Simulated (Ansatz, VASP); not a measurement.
Zr3Si: VASP beside Ansatz

The input POSCAR:

```
Zr3Si
1.0
    6.3242127760      0.0000000000      0.0000000000
   -3.1621063880      5.4769289229      0.0000000000
    0.0000000000      0.0000000000      4.9900258377
Zr Si
6 2
Direct
    0.3323915146      0.1661957573      0.7500000000
    0.8338042427      0.1661957573      0.7500000000
    0.8338042427      0.6676084854      0.7500000000
    0.6676084854      0.8338042427      0.2500000000
    0.1661957573      0.8338042427      0.2500000000
    0.1661957573      0.3323915146      0.2500000000
    0.6666666667      0.3333333333      0.2500000000
    0.3333333333      0.6666666667      0.7500000000
```

Contents of INCAR.step1:

```
SYSTEM = Zr3Si
PREC = Accurate
ENCUT = 520
ISMEAR = 0
SIGMA = 0.1
LREAL = .False.
LASPH = .True.
NELM = 100
NBANDS = 50
GGA = PE
ALGO = Normal
EDIFF = 1E-4
LWAVE = .True.
LCHARG = .False.
```

Contents of INCAR.step2:

```
SYSTEM = Zr3Si
PREC = Accurate
ENCUT = 520
EDIFF = 1E-6
ISMEAR = 0
SIGMA = 0.1
LREAL = .False.
LASPH = .True.
NELM = 100
ALGO = Normal
ISIF = 2
LWAVE = .False.
LCHARG = .False.
METAGGA = R2SCAN
LMIXTAU = .True.
NBANDS = 50
ISTART = 1
```

The input KPOINTS:

```
Automatic mesh
0
Gamma
  6 6 8
  0 0 0
```

Input for Ansatz:

```yaml
crystal:
  lattice:
    - [6.324212776, 0.0, 0.0]
    - [-3.162106388, 5.4769289229, 0.0]
    - [0.0, 0.0, 4.9900258377]
  atoms:
    - { symbol: Zr, position: [0.3323915146, 0.1661957573, 0.75] }
    - { symbol: Zr, position: [0.8338042427, 0.1661957573, 0.75] }
    - { symbol: Zr, position: [0.8338042427, 0.6676084854, 0.75] }
    - { symbol: Zr, position: [0.6676084854, 0.8338042427, 0.25] }
    - { symbol: Zr, position: [0.1661957573, 0.8338042427, 0.25] }
    - { symbol: Zr, position: [0.1661957573, 0.3323915146, 0.25] }
    - { symbol: Si, position: [0.6666666667, 0.3333333333, 0.25] }
    - { symbol: Si, position: [0.3333333333, 0.6666666667, 0.75] }
basis:
  ecutwfc: 500
kpoints:
  mp_grid: { grid: [6, 6, 8] }
hamiltonian:
  xc: r2scan
scf:
  occupations: { method: gaussian, width: 0.1 }
output:
  forces: true
  stress: true
  eigenvalues: true
```

Alike in both runs: task single point; functional r2SCAN; k mesh 6 × 6 × 8; occupations gaussian, width 0.1 eV; no spin polarisation.

|  | VASP | Ansatz |
| --- | --- | --- |
| version | VASP 6.6.1 | Ansatz 0.2.0 |
| potentials or method | VASP PAW PBE potentials, release 64 (Zr_sv, Si), cutoff 520 eV | scalar-relativistic, plane waves, PAW |
| valence electrons in the cell | 80 | 80 |

Ansatz gave:

```
gap on the k mesh at the Fermi level (eV)                     : none
pressure (GPa)                                                : -7.2
traceless stress, the component that is largest in VASP (GPa) : 2.30
rms of the force components (eV/Å)                            : 0.489
```

Problem. Estimate VASP's values.

Solution. gap on the k mesh at the Fermi level (eV): none; pressure (GPa): -7.2; traceless stress, the component that is largest in VASP (GPa): 2.29; rms of the force components (eV/Å): 0.487.

VASP's potentials were made for PBE, not for r2SCAN. Atom by atom the forces differ by 0.001 eV/Å (rms over components). A gap of «none» marks a metal or a gap that the smearing closes.
